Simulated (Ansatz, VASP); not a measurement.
One calculation of InP, two programs

The input POSCAR:

```
InP
1.0
    0.0000000000      3.0936327061      2.6295878002
    3.0936327061      0.0000000000      2.6295878002
    3.0936327061      3.0936327061      0.0000000000
In P
1 1
Direct
    0.0000000000      0.0000000000      0.0000000000
    0.7500000000      0.7500000000      0.7500000000
```

Contents of INCAR.step1:

```
SYSTEM = InP
ALGO = Normal
EDIFF = 1E-4
ENCUT = 520
GGA = PE
ISMEAR = 0
LASPH = .True.
LCHARG = .False.
LREAL = .False.
LWAVE = .True.
NBANDS = 16
NELM = 60
PREC = Accurate
SIGMA = 0.05
```

File INCAR.step2:

```
SYSTEM = InP
ALGO = Normal
EDIFF = 1E-6
ENCUT = 520
ISIF = 2
ISMEAR = 0
ISTART = 1
LASPH = .True.
LCHARG = .False.
LMIXTAU = .True.
LREAL = .False.
LWAVE = .False.
METAGGA = R2SCAN
NBANDS = 16
NELM = 60
PREC = Accurate
SIGMA = 0.05
```

The input KPOINTS:

```
k-points
0
Gamma
  10 10 10
  0 0 0
```

Input for Ansatz:

```yaml
crystal:
  lattice:
    - [0.0, 3.0936327061, 2.6295878002]
    - [3.0936327061, 0.0, 2.6295878002]
    - [3.0936327061, 3.0936327061, 0.0]
  atoms:
    - { symbol: In, position: [0.0, 0.0, 0.0] }
    - { symbol: P, position: [0.75, 0.75, 0.75] }
basis:
  ecutwfc: 500
kpoints:
  mp_grid: { grid: [10, 10, 10] }
hamiltonian:
  xc: r2scan
scf:
  occupations: { method: gaussian, width: 0.05 }
output:
  forces: true
  stress: true
  eigenvalues: true
```

Alike in both runs: task single point; functional r2SCAN; k mesh 10 × 10 × 10; occupations gaussian, width 0.05 eV; no spin polarisation.

```csv
,VASP,Ansatz
version,VASP 6.6.1,Ansatz 0.2.0
potentials or method,"VASP PAW PBE potentials, release 64 (In_d, P), cutoff 520 eV","scalar-relativistic, plane waves, PAW"
valence electrons in the cell,18,18
```

|  | VASP | Ansatz | Ansatz less VASP |
| --- | --- | --- | --- |
| gap on the k mesh at the Fermi level (eV) | 0.67 | 0.67 | -0.002 |
| least direct gap on the mesh (eV) | 0.67 | 0.67 | -0.002 |
| pressure (GPa) | 0.8 | 0.9 | +0.10 |
| traceless stress, the component that is largest in VASP (GPa) | 3.38 | 3.34 | -0.038 |

VASP's potentials were made for PBE, not for r2SCAN.
